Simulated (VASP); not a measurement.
Input of a VASP 6.6.1 run:

Contents of INCAR:

```
SYSTEM = LiCl
PREC     = Accurate       ! precision mode
ENCUT    = 600            ! plane-wave cutoff, eV
EDIFF    = 1E-6           ! SCF threshold, eV
ISMEAR   = -1             ! smearing method
SIGMA    = 0.05           ! smearing width, eV
LREAL    = .FALSE.        ! projectors in reciprocal space
LASPH    = .TRUE.         ! aspherical terms in the spheres
NELM     = 80             ! most SCF steps
ALGO     = Normal         ! electronic algorithm
ISIF     = 3              ! what is computed and relaxed
LWAVE    = .FALSE.        ! write WAVECAR
LCHARG   = .FALSE.        ! write CHGCAR
GGA      = PS             ! functional
IBRION   = 2              ! ionic algorithm
NSW      = 80             ! ionic steps
EDIFFG   = -0.02          ! ionic threshold
PSTRESS  = 50.0
```

File KPOINTS:

```
regular mesh
0
G
  9 9 9
  0 0 0
```

The input POSCAR:

```
LiCl
1.0
    0.0000000000      2.5647700000      2.5647700000
    2.5647700000      0.0000000000      2.5647700000
    2.5647700000      2.5647700000      0.0000000000
Cl Li
1 1
Direct
    0.5000000000      0.5000000000      0.5000000000
    0.0000000000      0.0000000000      0.0000000000
```

Potentials or basis: VASP PAW PBE potentials, release 64 (Cl, Li_sv).

Command:

```bash
$ cat potpaw_PBE.64/Cl/POTCAR potpaw_PBE.64/Li_sv/POTCAR > POTCAR
$ mpirun -np 1 vasp_std > vasp.out
```

(1) What does it give for the relaxed cell?

(2) Predict the relaxed volume.

Results:

(1) a = 3.448 Å, b = 3.448 Å, c = 3.448 Å, α = 60.00°, β = 60.00°, γ = 60.00°.

(2) 14.49 Å³/atom.

Caveat: the cutoff is under 1.25 times the usual one of these potentials, so pressure, stress and relaxed cells hold a basis-set (Pulay) error; the cell is relaxed towards a set pressure, so the enthalpy falls and the energy may rise; the PAW data sets were made with another functional, which shifts forces and pressure a little.
